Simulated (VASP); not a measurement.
Cd: single point with PBE

Crystal: Cd.

```
Cd
1.0
    -1.62149   -0.92005   -2.43792
    -1.68928    3.00058   -0.04901
     3.16178    1.91622   -2.41221
Cd
2
Direct
  0.51026 0.51173 0.50573
  0.98974 0.98827 0.99427
```

This cell differs from its parent crystal: atoms moved at random and the cell strained at random.

- Program: VASP 6.6.1
- Task: single point
- Functional: PBE
- Potentials or basis: VASP PAW PBE potentials, release 64 (Cd)
- Cutoff: 520 eV
- k mesh: 12 × 10 × 8
- Occupations: gaussian, width 0.15 eV
- Spin: no spin polarisation
- Dipole correction: no
- Further INCAR settings: ALGO = Fast; EDIFF = 1e-06; NBANDS = 19

* Pressure: 0.0 GPa
* Largest force: 0.158 eV/Å
* Band gap on the k mesh: zero (bands 12 and 13 overlap by 3.93 eV)

Forces on the atoms (eV/Å):
```
Cd  -0.029 -0.084  0.131
Cd   0.029  0.084 -0.131
```

Stress tensor (GPa, compression positive):
```
 0.15 -0.21 -0.67
-0.21  0.11 -0.01
-0.67 -0.01 -0.30
```

Levels at points of the mesh, in eV from the Fermi level:
```
           k point  band 10  band 11  band 12  band 13  band 14  band 15
(0.00, 0.00, 0.00)    -8.18    -8.11    -0.25     1.73     4.58     8.08
(0.50, 0.00, 0.00)    -8.50    -3.47    -3.40     4.30     4.32     5.92
(0.00, 0.50, 0.00)    -8.45    -4.57    -4.41     3.74     4.29     4.85
(0.50, 0.50, 0.00)    -8.08    -0.84    -0.69     0.86     1.15     5.77
(0.00, 0.00, 0.50)    -8.41    -6.12    -5.92     7.10     7.53     9.38
(0.50, 0.00, 0.50)    -8.13    -2.04    -1.54    -1.22    -0.02     9.85
(0.00, 0.50, 0.50)    -8.17    -2.46    -2.30    -2.19    -1.64    12.27
(0.50, 0.50, 0.50)    -8.18     1.28     1.32     1.69     1.72     2.79
```

Wall time 6.1 min on 1 thread of Intel Xeon 8259CL (shared host), peak memory 0.43 GiB.

Caveat: the cell differs from its parent crystal (atoms moved at random and the cell strained at random).
